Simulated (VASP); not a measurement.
# Te (Fd-3m) in VASP: a series of runs

The runs below take Te through relaxation of cell and atoms, with PBE+D3(BJ).

All numbers are computed with VASP 6.6.1; they aren't measurements. Logs are shortened: lines on timing, memory, paths and dates and some standing lists are left out, and cuts for length are marked.

## (1) The cell of the first run

Symmetry: Fd-3m, No. 227, cubic system. Conventional cell: a = 6.470 Å, b = 6.470 Å, c = 6.470 Å, α = 90.00°, β = 90.00°, γ = 90.00°. Within 3.7 Å of Te (site symmetry -43m) lie 4 Te at 2.80 Å.

This isn't the form of Te at room conditions, which is trigonal, of chains.

## (2) Relaxation of cell and atoms, PBE+D3(BJ), target pressure 5 GPa, at which the enthalpy is minimised

Input file INCAR:

```
PREC = Accurate
ENCUT = 500
EDIFF = 1E-7
ISMEAR = -1
SIGMA = 0.05
LREAL = False
LASPH = True
NELM = 120
ALGO = Normal
ISIF = 3
LWAVE = False
LCHARG = False
GGA = PE
IVDW = 12
IBRION = 2
NSW = 80
EDIFFG = -0.01
PSTRESS = 50.0
GGA_COMPAT = False
NELMIN = 4
```

Input file KPOINTS:

```
regular mesh
0
Gamma
  5 5 5
```

Input file POSCAR:

```
Te
1.0
    0.0000000000      3.2350000000      3.2350000000
    3.2350000000      0.0000000000      3.2350000000
    3.2350000000      3.2350000000      0.0000000000
Te
2
Direct
    1.0000000000      1.0000000000      1.0000000000
    0.2500000000      0.2500000000      0.2500000000
```

Potentials or basis: VASP PAW PBE potentials, release 64 (Te).

On the command line:

```bash
$ cat potpaw_PBE.64/Te/POTCAR > POTCAR
$ mpirun -np 1 vasp_std > vasp.out
```

OUTCAR:

```text
PREC = Accurate
   ENCUT = 500
   EDIFF = 1E-7
   ISMEAR = -1
   LREAL = False
   LASPH = True
   NELM = 120
   ISIF = 3
   GGA = PE
   IVDW = 12
   IBRION = 2
   NSW = 80
   EDIFFG = -0.01
   PSTRESS = 50.0
   NELMIN = 4
 IVDW          = 12

 ion  position               nearest neighbor table
   1  0.000  0.000  0.000-   2 2.80   2 2.80   2 2.80   2 2.80
   2  0.250  0.250  0.250-   1 2.80   1 2.80   1 2.80   1 2.80

  LATTYP: Found a face centered cubic cell.
 ALAT       =     6.4700000000

  Lattice vectors:

 A1 = (   0.0000000000,   3.2350000000,   3.2350000000)
 A2 = (   3.2350000000,   0.0000000000,   3.2350000000)
 A3 = (   3.2350000000,   3.2350000000,   0.0000000000)

Analysis of symmetry for initial positions (statically):
=====================================================================
 Subroutine PRICEL returns:
 Original cell was already a primitive cell.

 Routine SETGRP: Setting up the symmetry group for a
 face centered cubic supercell.

 Subroutine GETGRP returns: Found 48 space group operations
 (whereof 24 operations were pure point group operations)
 out of a pool of 48 trial point group operations.

The static configuration has the point symmetry T_d .
 The point group associated with its full space group is O_h .

Analysis of symmetry for dynamics (positions and initial velocities):
=====================================================================
 Subroutine PRICEL returns:
 Original cell was already a primitive cell.

 Routine SETGRP: Setting up the symmetry group for a
 face centered cubic supercell.

 Subroutine GETGRP returns: Found 48 space group operations
 (whereof 24 operations were pure point group operations)
 out of a pool of 48 trial point group operations.

The dynamic configuration has the point symmetry T_d .
 The point group associated with its full space group is O_h .

 Subroutine INISYM returns: Found 48 space group operations
 (whereof 24 operations are pure point group operations),
 and found     1 'primitive' translations

----------------------------------------------------------------------------------------

                                     Primitive cell

  volume of cell :      67.7100

  direct lattice vectors                    reciprocal lattice vectors
     0.000000000  3.235000000  3.235000000    -0.154559505  0.154559505  0.154559505
     3.235000000  0.000000000  3.235000000     0.154559505 -0.154559505  0.154559505
     3.235000000  3.235000000  0.000000000     0.154559505  0.154559505 -0.154559505

  length of vectors
     4.574980874  4.574980874  4.574980874     0.267704916  0.267704916  0.267704916

  position of ions in fractional coordinates (direct lattice)
     0.000000000  0.000000000  0.000000000
     0.250000000  0.250000000  0.250000000

  ion indices of the primitive-cell ions
   primitive index   ion index
                 1           1
                 2           2

----------------------------------------------------------------------------------------

 KPOINTS: regular mesh

Automatic generation of k-mesh.
 Grid dimensions read from file:
 generate k-points for:    5    5    5

 Generating k-lattice:

  Cartesian coordinates                     Fractional coordinates (reciprocal lattice)
    -0.030911901  0.030911901  0.030911901     0.200000000  0.000000000  0.000000000
     0.030911901 -0.030911901  0.030911901     0.000000000  0.200000000  0.000000000
     0.030911901  0.030911901 -0.030911901     0.000000000  0.000000000  0.200000000

  Length of vectors
     0.053540983  0.053540983  0.053540983

  Shift w.r.t. Gamma in fractional coordinates (k-lattice)
     0.000000000  0.000000000  0.000000000

 Subroutine IBZKPT returns following result:
 ===========================================

 Found     10 irreducible k-points:

 Following reciprocal coordinates:
            Coordinates               Weight
  0.000000  0.000000  0.000000      1.000000
  0.200000  0.000000  0.000000      8.000000
  0.400000  0.000000  0.000000      8.000000
  0.200000  0.200000  0.000000      6.000000
  0.400000  0.200000  0.000000     24.000000
 -0.400000  0.200000  0.000000     24.000000
 -0.200000  0.200000  0.000000     12.000000
  0.400000  0.400000  0.000000      6.000000
 -0.400000  0.400000  0.000000     12.000000
 -0.400000  0.400000  0.200000     24.000000
   k-points           NKPTS =     10   k-points in BZ     NKDIM =     10   number of bands    NBANDS=     10
   number of dos      NEDOS =    301   number of ions     NIONS =      2
   total plane-waves  NPLWV =  46656
   dimension x,y,z NGX =    36 NGY =   36 NGZ =   36
   dimension x,y,z NGXF=    72 NGYF=   72 NGZF=   72
   ions per type =               2
   NGX,Y,Z   is equivalent  to a cutoff of  13.08, 13.08, 13.08 a.u.
   NGXF,Y,Z  is equivalent  to a cutoff of  26.16, 26.16, 26.16 a.u.
 SYSTEM =  unknown system
   PREC   = accura    normal or accurate (medium, high low for compatibility)
   ISTART =      0    job   : 0-new  1-cont  2-samecut
   ICHARG =      2    charge: 1-file 2-atom 10-const
   ISPIN  =      1    spin polarized calculation?
   LNONCOLLINEAR =      F non collinear calculations
   LSORBIT =      F    spin-orbit coupling
   LASPH  =      T    aspherical Exc in radial PAW
   ENCUT  =  500.0 eV  36.75 Ry    6.06 a.u.   8.34  8.34  8.34*2*pi/ulx,y,z
   NELM   =    120;   NELMIN=  4; NELMDL= -5     # of ELM steps
   EDIFF  = 0.1E-06   stopping-criterion for ELM
   LREAL  =      F    real-space projection
   EDIFFG = -.1E-01   stopping-criterion for IOM
   NSW    =     80    number of steps for IOM
   IBRION =      2    ionic relax: 0-MD 1-quasi-New 2-CG
   NFREE  =      1    steps in history (QN), initial steepest desc. (CG)
   ISIF   =      3    stress and relaxation
   ISYM   =      2    0-nonsym 1-usesym 2-fastsym
   POTIM  = 0.5000    time-step for ionic-motion
   TEBEG  =    0.0;   TEEND  =   0.0 temperature during run
   PSTRESS=   50.0 pullay stress
   NELECT =      12.0000    total number of electrons
   NUPDOWN=      -1.0000    fix difference up-down
   EMIN   =  10.00;   EMAX   =-10.00  energy-range for DOS
   EFERMI =   0.00;   METHOD = LEGACY
   ISMEAR =    -1;   SIGMA  =   0.05  broadening in eV -4-tet -1-fermi 0-gaus
   EFERMI_NEDOS =   21; number of points for ismear=-14 and -15
   IALGO  =     38    algorithm
   IMIX   =      4    mixing-type and parameters
     AMIX     =   0.40;   BMIX     =  1.00
     AMIX_MAG =   1.60;   BMIX_MAG =  1.00
  volume/ion in A,a.u.               =      33.86       228.46
  Fermi-wavevector in a.u.,A,eV,Ry     =   0.919569  1.737733 11.505182  0.845607
  Thomas-Fermi vector in A             =   2.044777
   LORBIT       =      0    0 simple, 1 ext, 2 COOP (PROOUT), +10 PAW based schemes
   GGA     = PE    functional components
   LHFCALC =     F    Hartree Fock is set to
   AEXX    =    0.0000 exact exchange contribution
   IVDW    =    12    specifies the selected vdW correction
   LEPSILON=     F    determine dielectric tensor
   LRPA    =     F    only Hartree local field effects (RPA)
 conjugate gradient relaxation of ions
 non-spin polarized calculation
  energy-cutoff  :      500.00
  volume of cell :       67.71
 maximum number of plane-waves:      1759
 NGX is ok and might be reduce to    36
   NGX = 17   NGY = 17   NGZ = 17

--------------------------------------- Ionic step        1  -------------------------------------------

 number of electron      12.0000000 magnetization

 Free energy of the ion-electron system (eV)
  ---------------------------------------------------
  ext. energy  EPLUGINS =         0.00000000
  ---------------------------------------------------
  free energy    TOTEN  =        -4.46558019 eV

  energy without entropy =       -4.44649666  energy(sigma->0) =       -4.45603842

 E-fermi :   6.5490     XC(G=0):  -8.8809

 val. band max:        6.4643396471   @ k =  -0.2000   0.2000   0.0000
 cond. band min:       6.5947445015   @ k =   0.4000   0.0000   0.0000
 fundamental gap:      0.1304048544
 Fermi energy:         6.5490486010

 k-point     1 :       0.0000    0.0000    0.0000
  band No.  band energies     occupation
      1      -8.4524      2.00000
      2      -1.0495      2.00000
      3       2.6139      2.00000
      4       2.6139      2.00000
      5       2.6139      2.00000
      6       5.4286      2.00000
      7       5.4286      2.00000
      8       5.4286      2.00000
      9       9.9333      0.00000
     10      12.2245      0.00000

 k-point     2 :       0.2000    0.0000    0.0000
  band No.  band energies     occupation
      1      -8.1384      2.00000
      2      -2.3127      2.00000
      3       2.2390      2.00000
      4       2.2390      2.00000
      5       2.7297      2.00000
      6       5.9974      1.99997
      7       5.9974      1.99997
      8       6.3944      1.91323
      9      11.0532      0.00000
     10      11.5874      0.00000
[... 219 lines left out ...]
  FREE ENERGIE OF THE ION-ELECTRON SYSTEM (eV)
  ---------------------------------------------------
  free  energy   TOTEN  =        -5.9040599874 eV

  energy  without entropy=       -5.8841695200  energy(sigma->0) =       -5.89411475

  enthalpy is  TOTEN    =        -3.4661473379 eV   P V=        2.4379126495

--------------------------------------- Ionic step        4  -------------------------------------------

 number of electron      12.0000001 magnetization

 Free energy of the ion-electron system (eV)
  ---------------------------------------------------
  ext. energy  EPLUGINS =         0.00000000
  ---------------------------------------------------
  free energy    TOTEN  =        -5.18186934 eV

  energy without entropy =       -5.16205818  energy(sigma->0) =       -5.17196376

 E-fermi :   4.9987     XC(G=0):  -8.2727

 val. band max:        4.9262242978   @ k =  -0.2000   0.2000   0.0000
 cond. band min:       5.0951688774   @ k =  -0.4000   0.2000   0.0000
 fundamental gap:      0.1689445795
 Fermi energy:         4.9986791823

 k-point     1 :       0.0000    0.0000    0.0000
  band No.  band energies     occupation
      1      -9.0130      2.00000
      2      -3.2111      2.00000
      3       1.4740      2.00000
      4       1.4740      2.00000
      5       1.4740      2.00000
      6       4.0670      2.00000
      7       4.0670      2.00000
      8       4.0670      2.00000
      9       8.4975      0.00000
     10      10.7622      0.00000

 k-point     2 :       0.2000    0.0000    0.0000
  band No.  band energies     occupation
      1      -8.7504      2.00000
      2      -4.0368      2.00000
      3       1.1644      2.00000
      4       1.1644      2.00000
      5       1.4308      2.00000
      6       4.5465      1.99976
      7       4.5465      1.99976
      8       4.7978      1.96461
      9       9.4946      0.00000
     10      10.2247      0.00000
[... 128 lines left out ...]
 POSITION                                       TOTAL-FORCE (eV/Angst)
 -----------------------------------------------------------------------------------
      0.00000      0.00000      0.00000         0.000000     -0.000000      0.000000
      1.69489      1.69489      1.69489        -0.000000      0.000000     -0.000000
 -----------------------------------------------------------------------------------
    total drift:                                0.000000      0.000000     -0.000000

  FREE ENERGIE OF THE ION-ELECTRON SYSTEM (eV)
  ---------------------------------------------------
  free  energy   TOTEN  =        -5.8973432475 eV

  energy  without entropy=       -5.8775320953  energy(sigma->0) =       -5.88743767

  enthalpy is  TOTEN    =        -3.4662333153 eV   P V=        2.4311099321

 reached required accuracy - stopping structural energy minimisation
```

It took 18 s on 1 thread of Intel Xeon 6975P-C (Granite Rapids), shared host; peak memory 0.21 GiB.

Results:

```
Free energy                                                : -5.8973 eV
Relaxed volume                                             : 38.95 Å³/atom
Relaxed cell                                               : a = 4.794 Å, b = 4.794 Å, c = 4.794 Å, α = 60.00°, β = 60.00°, γ = 60.00°
Space group after relaxing (to 0.1 Å)                      : Fd-3m (No. 227)
Energy change on relaxing (the run minimises the enthalpy) : -293.8 meV/atom
Ionic steps                                                : 4
Pressure after relaxing                                    : 5.0 GPa
Band gap on the k mesh                                     : zero (bands 6 and 7 overlap by 1.03 eV)
Dispersion energy per atom                                 : -0.358 eV
```

The path:
| step | energy change (eV) | largest force (eV/Å) | pressure (GPa) | volume (Å³) |
| --- | --- | --- | --- | --- |
| 1 | 0.0000 | 0.0000 | 14.53 | 67.71 |
| 2 | -0.7321 | 0.0000 | -0.33 | 89.42 |
| 3 | -0.5944 | 0.0000 | 4.87 | 78.12 |
| 4 | -0.5876 | 0.0000 | 5.01 | 77.90 |

Final structure:
```
CELL_PARAMETERS angstrom
0.00000 3.38978 3.38978
3.38978 0.00000 3.38978
3.38978 3.38978 0.00000
ATOMIC_POSITIONS crystal
Te 0.00000 0.00000 0.00000
Te 0.25000 0.25000 0.25000
```

Levels at points of the mesh, in eV from the Fermi level:
| k point | band 4 | band 5 | band 6 | band 7 | band 8 | band 9 |
| --- | --- | --- | --- | --- | --- | --- |
| (0.00, 0.00, 0.00) | -3.52 | -3.52 | -0.93 | -0.93 | -0.93 | 3.50 |

Caveat: the cell is relaxed towards a set pressure, so the run minimises the enthalpy, not the energy; the volume moved by over 15 % at a fixed basis, so the end points are rough; spin-orbit coupling is left out, which moves the levels of the heavy elements.

[end of part 1 of 2]
